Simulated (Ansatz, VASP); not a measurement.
**SnO2 in VASP and in Ansatz**

Contents of POSCAR:

```
SnO2
1.0
    4.7322610075      0.0000000000      0.0000000000
    0.0000000000      5.7433550572      0.0000000000
    0.0000000000      0.0000000000      5.2381067584
Sn O
4 8
Direct
    0.5000000000      0.6651905251      0.7500000000
    0.0000000000      0.8348094749      0.2500000000
    0.5000000000      0.3348094749      0.2500000000
    0.0000000000      0.1651905251      0.7500000000
    0.7297996671      0.6076164226      0.0788779037
    0.2297996671      0.8923835774      0.9211220963
    0.7702003329      0.8923835774      0.5788779037
    0.2702003329      0.6076164226      0.4211220963
    0.7297996671      0.3923835774      0.5788779037
    0.2297996671      0.1076164226      0.4211220963
    0.7702003329      0.1076164226      0.0788779037
    0.2702003329      0.3923835774      0.9211220963
```

Contents of INCAR.step1:

```
SYSTEM = SnO2
  PREC = Accurate
  ENCUT = 660
  ISMEAR = 0
  SIGMA = 0.05
  LREAL = .False.
  LASPH = .True.
  NELM = 120
  NBANDS = 64
  GGA = PE
  ALGO = Normal
  EDIFF = 1E-5
  LWAVE = .True.
  LCHARG = .False.
  GGA_COMPAT = .False.
```

INCAR.step2

```
SYSTEM = SnO2
  PREC = Accurate
  ENCUT = 660
  EDIFF = 1E-6
  ISMEAR = 0
  SIGMA = 0.05
  LREAL = .False.
  LASPH = .True.
  NELM = 120
  ALGO = Normal
  ISIF = 2
  LWAVE = .False.
  LCHARG = .True.
  METAGGA = R2SCAN
  LMIXTAU = .True.
  LELF = .True.
  LVHAR = .True.
  NBANDS = 64
  ISTART = 1
  GGA_COMPAT = .False.
```

File KPOINTS:

```
regular mesh
0
Gamma
  6 4 4
  0 0 0
```

Input for Ansatz:

```yaml
crystal:
  lattice:
    - [4.7322610075, 0.0, 0.0]
    - [0.0, 5.7433550572, 0.0]
    - [0.0, 0.0, 5.2381067584]
  atoms:
    - { symbol: Sn, position: [0.5, 0.6651905251, 0.75] }
    - { symbol: Sn, position: [0.0, 0.8348094749, 0.25] }
    - { symbol: Sn, position: [0.5, 0.3348094749, 0.25] }
    - { symbol: Sn, position: [0.0, 0.1651905251, 0.75] }
    - { symbol: O, position: [0.7297996671, 0.6076164226, 0.0788779037] }
    - { symbol: O, position: [0.2297996671, 0.8923835774, 0.9211220963] }
    - { symbol: O, position: [0.7702003329, 0.8923835774, 0.5788779037] }
    - { symbol: O, position: [0.2702003329, 0.6076164226, 0.4211220963] }
    - { symbol: O, position: [0.7297996671, 0.3923835774, 0.5788779037] }
    - { symbol: O, position: [0.2297996671, 0.1076164226, 0.4211220963] }
    - { symbol: O, position: [0.7702003329, 0.1076164226, 0.0788779037] }
    - { symbol: O, position: [0.2702003329, 0.3923835774, 0.9211220963] }
basis:
  ecutwfc: 500
kpoints:
  mp_grid: { grid: [6, 4, 4] }
hamiltonian:
  xc: r2scan
scf:
  occupations: { method: gaussian, width: 0.05 }
output:
  forces: true
  stress: true
  eigenvalues: true
  write_density: true
  write_potential: true
  elf: true
  volumetric_format: npy
```

Alike in both runs: task single point; functional r2SCAN; k mesh 6 × 4 × 4; occupations gaussian, width 0.05 eV; no spin polarisation.

|  | VASP | Ansatz |
| --- | --- | --- |
| version | VASP 6.6.1 | Ansatz 0.2.0 |
| potentials or method | VASP PAW PBE potentials, release 64 (Sn_d, O), cutoff 660 eV | scalar-relativistic, plane waves, PAW |
| valence electrons in the cell | 104 | 104 |

|  | VASP | Ansatz | Ansatz less VASP |
| --- | --- | --- | --- |
| gap on the k mesh at the Fermi level (eV) | 2.11 | 2.08 | -0.030 |
| least direct gap on the mesh (eV) | 2.12 | 2.08 | -0.032 |
| pressure (GPa) | 0.9 | 0.0 | -0.88 |
| traceless stress, the component that is largest in VASP (GPa) | 0.14 | -0.01 | -0.150 |
| rms of the force components (eV/Å) | 0.012 | 0.001 | -0.0114 |

VASP's potentials were made for PBE, not for r2SCAN. Atom by atom the forces differ by 0.013 eV/Å (rms over components). With one functional, cell and mesh, what is left measures potentials, basis and numerics.
